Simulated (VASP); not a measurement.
Wanted: the native input for a VASP 6.6.1 run.

- Task: single point
- Functional: PBE
- Potentials or basis: VASP PAW PBE potentials, release 64 (Ba_sv, Ti_sv, O)
- Cutoff: 520 eV
- k mesh: 6 × 6 × 6
- Occupations: gaussian, width 0.05 eV
- Spin: no spin polarisation
- Hubbard terms: Ti d U = 4.0 eV
- Dipole correction: no
- Further INCAR settings: ALGO = Normal; EDIFF = 1e-06; NBANDS = 28

The structure of BaTiO3 lies in POSCAR:

```
BaTiO3
1.0
    4.0082194129      0.0000000000      0.0000000000
    0.0000000000      2.8732814832      2.8859184405
    0.0000000000     -2.8732814832      2.8859184405
Ba Ti O
1 1 3
Direct
    0.0000000000      0.0080771898      0.0080771898
    0.5000000000      0.5197092923      0.5197092923
    0.0000000000      0.3743367581      0.5309521132
    0.5000000000      0.4938075436      0.9829991481
    0.5000000000      0.9829991481      0.4938075436
```

This cell differs from its parent crystal: atom 3 (O) moved by (-0.450, -0.225) A along y and z.

The input as run:

INCAR

```
SYSTEM = BaTiO3
PREC = Accurate ; ENCUT = 520
EDIFF = 1E-6 ; ISMEAR = 0
SIGMA = 0.05 ; LREAL = .False.
LASPH = .True. ; NELM = 150
ALGO = Normal ; ISIF = 2
LWAVE = .False. ; LCHARG = .False.
LMAXMIX = 4 ; LDAU = .True.
LDAUTYPE = 2 ; LDAUL = -1 2 -1
LDAUU = 0 4 0 ; LDAUJ = 0 0 0
LDAUPRINT = 1 ; GGA = PE
NBANDS = 28
```

KPOINTS

```
regular mesh
0
Gamma
  6 6 6
  0 0 0
```

Potentials or basis: VASP PAW PBE potentials, release 64 (Ba_sv, Ti_sv, O).

Launch:

```console
$ cat potpaw_PBE.64/Ba_sv/POTCAR potpaw_PBE.64/Ti_sv/POTCAR potpaw_PBE.64/O/POTCAR > POTCAR
$ mpirun -np 1 vasp_std > vasp.out
```

It gave:

```json
{
  "Pressure": "4.9 GPa",
  "Largest force": "3.167 eV/Å",
  "Band gap on the k mesh": "2.35 eV (least direct gap 2.75 eV)"
}
```

Caveat: the cell differs from its parent crystal (atom 3 (O) moved by (-0.450, -0.225) A along y and z); the cell stands under pressure; spin-orbit coupling is left out, which moves the levels of the heavy elements; forces of over 1 eV/Å act on the atoms, so gaps and moduli don't describe the material at rest.

It took 2.1 min on 1 thread of Intel(R) Xeon(R) Platinum 8488C (Sapphire Rapids), on a shared host, peak memory 0.27 GiB.
